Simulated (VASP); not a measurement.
# ZnSe (F-43m) in VASP: further runs

The runs below take ZnSe through electric field gradients, with LDA.

All numbers are computed with VASP 6.6.1; they aren't measurements. Logs are shortened: lines on timing, memory, paths and dates and some standing lists are left out, and cuts for length are marked.

### 1 The cell of the first run

Symmetry: F-43m, No. 216, cubic system. The conventional cell has a = 5.686 Å, b = 5.686 Å, c = 5.686 Å, α = 90.00°, β = 90.00°, γ = 90.00°. Within 3.3 Å of Zn (site symmetry -43m) lie 4 Se at 2.46 Å. Se (site symmetry -43m) has 4 Zn at 2.46 Å within 3.3 Å.

### 2 Electric field gradients, LDA (volume scaled by 1.01)

Input file INCAR:

```
SYSTEM = ZnSe
PREC     = Accurate       ! precision mode
ENCUT    = 520            ! plane-wave cutoff, eV
EDIFF    = 1E-8           ! SCF threshold, eV
ISMEAR   = -1             ! smearing method
SIGMA    = 0.03           ! smearing width, eV
LREAL    = .False.        ! projectors in reciprocal space
LASPH    = .True.         ! aspherical terms in the spheres
NELM     = 80             ! most SCF steps
ALGO     = Normal         ! electronic algorithm
ISIF     = 2              ! what is computed and relaxed
LWAVE    = .False.        ! write WAVECAR
LCHARG   = .False.        ! write CHGCAR
LEFG     = .True.       
NBANDS   = 16             ! bands
```

Input file KPOINTS:

```
Automatic mesh
0
Gamma
  8 8 8
  0 0 0
```

Input file POSCAR:

```
ZnSe
1.0
    0.0000000000      2.8432146871      2.8432146871
    2.8432146871      0.0000000000      2.8432146871
    2.8432146871      2.8432146871      0.0000000000
Zn Se
1 1
Direct
    0.0000000000      0.0000000000      0.0000000000
    0.7500000000      0.7500000000      0.7500000000
```

Potentials or basis: VASP PAW LDA potentials, release 64 (Zn, Se).

Run with:

```sh
$ cat potpaw_LDA.64/Zn/POTCAR potpaw_LDA.64/Se/POTCAR > POTCAR
$ mpirun -np 1 vasp_std > vasp.out
```

OUTCAR:

```text
SYSTEM = ZnSe
   PREC = Accurate
   ENCUT = 520
   EDIFF = 1E-8
   ISMEAR = -1
   LREAL = .False.
   LASPH = .True.
   NELM = 80
   ISIF = 2

 ion  position               nearest neighbor table
   1  0.000  0.000  0.000-   2 2.46   2 2.46   2 2.46   2 2.46
   2  0.750  0.750  0.750-   1 2.46   1 2.46   1 2.46   1 2.46

  LATTYP: Found a face centered cubic cell.
 ALAT       =     5.6864293742

  Lattice vectors:

 A1 = (   0.0000000000,   2.8432146871,   2.8432146871)
 A2 = (   2.8432146871,   0.0000000000,   2.8432146871)
 A3 = (   2.8432146871,   2.8432146871,   0.0000000000)

Analysis of symmetry for initial positions (statically):
=====================================================================
 Subroutine PRICEL returns:
 Original cell was already a primitive cell.

 Routine SETGRP: Setting up the symmetry group for a
 face centered cubic supercell.

 Subroutine GETGRP returns: Found 24 space group operations
 (whereof 24 operations were pure point group operations)
 out of a pool of 48 trial point group operations.

The static configuration has the point symmetry T_d .

Analysis of symmetry for dynamics (positions and initial velocities):
=====================================================================
 Subroutine PRICEL returns:
 Original cell was already a primitive cell.

 Routine SETGRP: Setting up the symmetry group for a
 face centered cubic supercell.

 Subroutine GETGRP returns: Found 24 space group operations
 (whereof 24 operations were pure point group operations)
 out of a pool of 48 trial point group operations.

The dynamic configuration has the point symmetry T_d .

 Subroutine INISYM returns: Found 24 space group operations
 (whereof 24 operations are pure point group operations),
 and found     1 'primitive' translations

----------------------------------------------------------------------------------------

                                     Primitive cell

  volume of cell :      45.9684

  direct lattice vectors                    reciprocal lattice vectors
     0.000000000  2.843214687  2.843214687    -0.175857280  0.175857280  0.175857280
     2.843214687  0.000000000  2.843214687     0.175857280 -0.175857280  0.175857280
     2.843214687  2.843214687  0.000000000     0.175857280  0.175857280 -0.175857280

[... 115 lines left out ...]
  energy-cutoff  :      520.00
  volume of cell :       45.97
 maximum number of plane-waves:      1254
 NGX is ok and might be reduce to    30
   NGX = 15   NGY = 15   NGZ = 15

 number of electron      18.0000015 magnetization

 Free energy of the ion-electron system (eV)
  ---------------------------------------------------
  ext. energy  EPLUGINS =         0.00000000
  ---------------------------------------------------
  free energy    TOTEN  =        -7.34086587 eV

  energy without entropy =       -7.34086587  energy(sigma->0) =       -7.34086587

 E-fermi :   1.9563     XC(G=0):  -9.6548

 val. band max:        1.4207207186   @ k =   0.0000   0.0000   0.0000
 cond. band min:       2.4492711931   @ k =   0.0000   0.0000   0.0000
 fundamental gap:      1.0285504745
 Fermi energy:         1.9563066142

 k-point     1 :       0.0000    0.0000    0.0000
  band No.  band energies     occupation
      1     -11.8059      2.00000
      2      -5.2202      2.00000
      3      -5.2202      2.00000
      4      -5.2202      2.00000
      5      -4.8697      2.00000
      6      -4.8697      2.00000
[... 433 lines left out ...]
      3      -5.0856      2.00000
      4      -4.9000      2.00000
      5      -4.8627      2.00000
      6      -4.6619      2.00000
[... 8 lines left out ...]
     15      13.9860      0.00000
     16      14.7887      0.00000

 [... further k-points ...]
[... 5 lines left out ...]
  --------------------------------------------------------------------------------------
  -------------------------------------------------------------------------------------
  Total       -1.0456298     -1.0456298     -1.0456298      0.0000000      0.0000000     -0.0000000
  in kB      -36.4442978    -36.4442978    -36.4442978      0.0000000      0.0000000     -0.0000000
  external PRESSURE =     -36.4442978 kB  Pullay stress =       0.0000000 kB

 VOLUME and BASIS-vectors are now :
 -----------------------------------------------------------------------------
  energy-cutoff  :      520.00
  volume of cell :       45.97
      direct lattice vectors                 reciprocal lattice vectors
     0.000000000  2.843214687  2.843214687    -0.175857280  0.175857280  0.175857280
     2.843214687  0.000000000  2.843214687     0.175857280 -0.175857280  0.175857280
     2.843214687  2.843214687  0.000000000     0.175857280  0.175857280 -0.175857280

 POSITION                                       TOTAL-FORCE (eV/Angst)
 -----------------------------------------------------------------------------------
      0.00000      0.00000      0.00000        -0.000000      0.000000     -0.000000
      4.26482      4.26482      4.26482         0.000000     -0.000000      0.000000
 -----------------------------------------------------------------------------------
    total drift:                                0.000001      0.000001      0.000001

  FREE ENERGIE OF THE ION-ELECTRON SYSTEM (eV)
  ---------------------------------------------------
  free  energy   TOTEN  =        -7.3408658660 eV

  energy  without entropy=       -7.3408658657  energy(sigma->0) =       -7.34086587

 Electric field gradients (V/A^2)
---------------------------------------------------------------------
 ion       V_xx      V_yy      V_zz      V_xy      V_xz      V_yz
---------------------------------------------------------------------
   1       0.000     0.000    -0.000     0.001     0.001     0.001
   2      -0.000    -0.000    -0.000    -0.000    -0.000    -0.000
---------------------------------------------------------------------

 Electric field gradients after diagonalization (V/A^2)
 (convention: |V_zz| > |V_xx| > |V_yy|)
----------------------------------------------------------------------
 ion       V_xx      V_yy      V_zz     asymmetry (V_yy - V_xx)/ V_zz
----------------------------------------------------------------------
   1      -0.001    -0.001     0.002       0.000
   2       0.000     0.000    -0.000       0.000
----------------------------------------------------------------------

           NMR quadrupolar parameters

 Cq : quadrupolar parameter    Cq=e*Q*V_zz/h
 eta: asymmetry parameters     (V_yy - V_xx)/ V_zz
 Q  : nuclear electric quadrupole moment in mb (millibarn)
----------------------------------------------------------------------
 ion       Cq(MHz)       eta       Q (mb)
----------------------------------------------------------------------
   1       0.000       0.000       1.000
   2      -0.000       0.000       1.000
----------------------------------------------------------------------
```

OSZICAR:

```text
N       E                     dE             d eps       ncg     rms          rms(c)
DAV:   1     0.855571118701E+02    0.85557E+02   -0.87456E+03   928   0.126E+03
DAV:   2    -0.226429937112E+01   -0.87821E+02   -0.83124E+02  1016   0.249E+02
DAV:   3    -0.760291140555E+01   -0.53386E+01   -0.53178E+01  1136   0.607E+01
DAV:   4    -0.764700289863E+01   -0.44091E-01   -0.44087E-01  1112   0.584E+00
DAV:   5    -0.764722794310E+01   -0.22504E-03   -0.22504E-03  1184   0.379E-01    0.469E+00
DAV:   6    -0.737043083537E+01    0.27680E+00   -0.55078E-01  1368   0.243E+01    0.358E+00
DAV:   7    -0.734574304622E+01    0.24688E-01   -0.13930E-01  1128   0.358E+00    0.150E+00
DAV:   8    -0.734138020340E+01    0.43628E-02   -0.30973E-03  1384   0.699E-01    0.393E-01
DAV:   9    -0.734085396892E+01    0.52623E-03   -0.87632E-04  1072   0.236E-01    0.584E-02
DAV:  10    -0.734087038569E+01   -0.16417E-04   -0.89557E-05  1176   0.943E-02    0.153E-02
DAV:  11    -0.734086575587E+01    0.46298E-05   -0.10872E-05  1344   0.530E-02    0.366E-03
DAV:  12    -0.734086584697E+01   -0.91098E-07   -0.18443E-06  1088   0.907E-03    0.121E-03
DAV:  13    -0.734086586443E+01   -0.17468E-07   -0.56863E-08  1120   0.262E-03    0.379E-04
DAV:  14    -0.734086586601E+01   -0.15752E-08   -0.18748E-09   664   0.535E-04
   1 F= -.73408659E+01 E0= -.73408659E+01  d E =-.272070E-09
```

stdout:

```text
POSCAR found type information on POSCAR ZnSe
 POSCAR found :  2 types and       2 ions
 scaLAPACK will be used
 LDA part: xc-table for (Slater(with rela. corr.)+CA(PZ))
 , standard interpolation
 POSCAR, INCAR and KPOINTS ok, starting setup
 FFT: planning ... GRIDC
 FFT: planning ... GRID_SOFT
 FFT: planning ... GRID
 WAVECAR not read
 entering main loop
ion   1

ion   2
```

Run time: 19 s. Hardware: 1 thread of Intel Xeon Platinum 8259CL at 2.50GHz (Skylake/Cascade Lake), shared host; peak memory 0.16 GiB.

What came out:

```yaml
Free_energy: -7.3409 eV
Pressure: -3.6 GPa
Band_gap_on_the_k_mesh: 1.03 eV, direct
```

Levels at points of the mesh, in eV from the valence-band top:
```csv
k point,band 5,band 6,band 7,band 8,band 9,band 10,band 11,band 12,band 13,band 14
"(0.00, 0.00, 0.00)",-6.29,-6.29,0.00,0.00,0.00,1.03,5.70,5.70,5.70,9.60
"(0.50, 0.00, 0.00)",-6.27,-6.13,-5.23,-0.86,-0.86,2.35,6.29,6.29,8.32,10.68
"(0.50, 0.50, 0.00)",-6.24,-6.11,-4.78,-2.17,-2.17,2.83,3.32,10.44,11.02,11.02
```

Caveat: without QUAD_EFG the Cq values of the log hold for a quadrupole moment of 1 mb, not for the nuclei.

### 3 Electric field gradients, LDA (volume scaled by 1.04)

INCAR, as its differences from that of step 2:

```diff
@@ -8,3 +8,3 @@
 LASPH    = .True.         ! aspherical terms in the spheres
-NELM     = 80             ! most SCF steps
+NELM     = 100            ! most SCF steps
 ALGO     = Normal         ! electronic algorithm
@@ -13,2 +13,3 @@
 LCHARG   = .False.        ! write CHGCAR
+GGA      = CA             ! functional
 LEFG     = .True.
```

Input file KPOINTS:

```
regular mesh
0
Gamma
  8 8 8
  0 0 0
```

Input file POSCAR:

```
ZnSe
1.0
    0.0000000000      2.8710911186      2.8710911186
    2.8710911186      0.0000000000      2.8710911186
    2.8710911186      2.8710911186      0.0000000000
Zn Se
1 1
Direct
    0.0000000000      0.0000000000      0.0000000000
    0.7500000000      0.7500000000      0.7500000000
```

Potentials or basis: VASP PAW LDA potentials, release 64 (Zn, Se).

Run with:

```sh
$ cat potpaw_LDA.64/Zn/POTCAR potpaw_LDA.64/Se/POTCAR > POTCAR
$ mpirun -np 1 vasp_std > vasp.out
```

OUTCAR:

```text
SYSTEM = ZnSe
   PREC = Accurate
   ENCUT = 520
   EDIFF = 1E-8
   ISMEAR = -1
   LREAL = .False.
   LASPH = .True.
   NELM = 100
   ISIF = 2
   GGA = CA

 ion  position               nearest neighbor table
   1  0.000  0.000  0.000-   2 2.49   2 2.49   2 2.49   2 2.49
   2  0.750  0.750  0.750-   1 2.49   1 2.49   1 2.49   1 2.49

  LATTYP: Found a face centered cubic cell.
 ALAT       =     5.7421822372

  Lattice vectors:

 A1 = (   0.0000000000,   2.8710911186,   2.8710911186)
 A2 = (   2.8710911186,   0.0000000000,   2.8710911186)
 A3 = (   2.8710911186,   2.8710911186,   0.0000000000)

Analysis of symmetry for initial positions (statically):
=====================================================================
 Subroutine PRICEL returns:
 Original cell was already a primitive cell.

 Routine SETGRP: Setting up the symmetry group for a
 face centered cubic supercell.

 Subroutine GETGRP returns: Found 24 space group operations
 (whereof 24 operations were pure point group operations)
 out of a pool of 48 trial point group operations.

The static configuration has the point symmetry T_d .

Analysis of symmetry for dynamics (positions and initial velocities):
=====================================================================
 Subroutine PRICEL returns:
 Original cell was already a primitive cell.

 Routine SETGRP: Setting up the symmetry group for a
 face centered cubic supercell.

 Subroutine GETGRP returns: Found 24 space group operations
 (whereof 24 operations were pure point group operations)
 out of a pool of 48 trial point group operations.

The dynamic configuration has the point symmetry T_d .

 Subroutine INISYM returns: Found 24 space group operations
 (whereof 24 operations are pure point group operations),
[... 148 lines left out ...]
 Fermi energy:         1.6450189676

 k-point     1 :       0.0000    0.0000    0.0000
  band No.  band energies     occupation
      1     -11.8757      2.00000
      2      -5.3702      2.00000
      3      -5.3702      2.00000
      4      -5.3702      2.00000
      5      -5.0447      2.00000
      6      -5.0447      2.00000
[... 433 lines left out ...]
      3      -5.2443      2.00000
      4      -5.0711      2.00000
      5      -5.0378      2.00000
      6      -4.8505      2.00000
[... 8 lines left out ...]
     15      13.6245      0.00000
     16      14.3984      0.00000

 [... further k-points ...]
[... 5 lines left out ...]
  --------------------------------------------------------------------------------------
  -------------------------------------------------------------------------------------
  Total       -1.5154742     -1.5154742     -1.5154742      0.0000000     -0.0000000      0.0000000
  in kB      -51.2965568    -51.2965568    -51.2965568      0.0000000     -0.0000000      0.0000000
  external PRESSURE =     -51.2965568 kB  Pullay stress =       0.0000000 kB

 VOLUME and BASIS-vectors are now :
 -----------------------------------------------------------------------------
  energy-cutoff  :      520.00
  volume of cell :       47.33
      direct lattice vectors                 reciprocal lattice vectors
     0.000000000  2.871091119  2.871091119    -0.174149819  0.174149819  0.174149819
     2.871091119  0.000000000  2.871091119     0.174149819 -0.174149819  0.174149819
     2.871091119  2.871091119  0.000000000     0.174149819  0.174149819 -0.174149819

 POSITION                                       TOTAL-FORCE (eV/Angst)
 -----------------------------------------------------------------------------------
      0.00000      0.00000      0.00000         0.000000      0.000000      0.000000
      4.30664      4.30664      4.30664        -0.000000     -0.000000     -0.000000
 -----------------------------------------------------------------------------------
    total drift:                                0.000001      0.000001      0.000001

  FREE ENERGIE OF THE ION-ELECTRON SYSTEM (eV)
  ---------------------------------------------------
  free  energy   TOTEN  =        -7.3033364411 eV

  energy  without entropy=       -7.3033364394  energy(sigma->0) =       -7.30333644

 Electric field gradients (V/A^2)
---------------------------------------------------------------------
 ion       V_xx      V_yy      V_zz      V_xy      V_xz      V_yz
---------------------------------------------------------------------
   1       0.000    -0.000     0.000    -0.001    -0.001    -0.001
   2      -0.000    -0.000    -0.000    -0.000    -0.000    -0.000
---------------------------------------------------------------------

 Electric field gradients after diagonalization (V/A^2)
 (convention: |V_zz| > |V_xx| > |V_yy|)
----------------------------------------------------------------------
 ion       V_xx      V_yy      V_zz     asymmetry (V_yy - V_xx)/ V_zz
----------------------------------------------------------------------
   1       0.001     0.001    -0.003       0.000
   2       0.000     0.000    -0.001       0.000
----------------------------------------------------------------------

           NMR quadrupolar parameters

 Cq : quadrupolar parameter    Cq=e*Q*V_zz/h
 eta: asymmetry parameters     (V_yy - V_xx)/ V_zz
 Q  : nuclear electric quadrupole moment in mb (millibarn)
----------------------------------------------------------------------
 ion       Cq(MHz)       eta       Q (mb)
----------------------------------------------------------------------
   1      -0.000       0.000       1.000
   2      -0.000       0.000       1.000
----------------------------------------------------------------------
```

stdout:

```text
POSCAR found type information on POSCAR ZnSe
 POSCAR found :  2 types and       2 ions
 scaLAPACK will be used
 LDA part: xc-table for (Slater(with rela. corr.)+CA(PZ))
 , standard interpolation
 POSCAR, INCAR and KPOINTS ok, starting setup
 FFT: planning ... GRIDC
 FFT: planning ... GRID_SOFT
 FFT: planning ... GRID
 WAVECAR not read
 entering main loop
ion   1

ion   2
```

Wall time 18 s (1 thread of Intel Xeon Platinum 8259CL at 2.50GHz (Skylake/Cascade Lake), shared host); peak memory 0.16 GiB.

Results:

| Item | Value |
| --- | --- |
| Free energy | -7.3033 eV |
| Pressure | -5.1 GPa |
| Band gap on the k mesh | 0.91 eV, direct |

Caveat: without QUAD_EFG the Cq values of the log hold for a quadrupole moment of 1 mb, not for the nuclei.
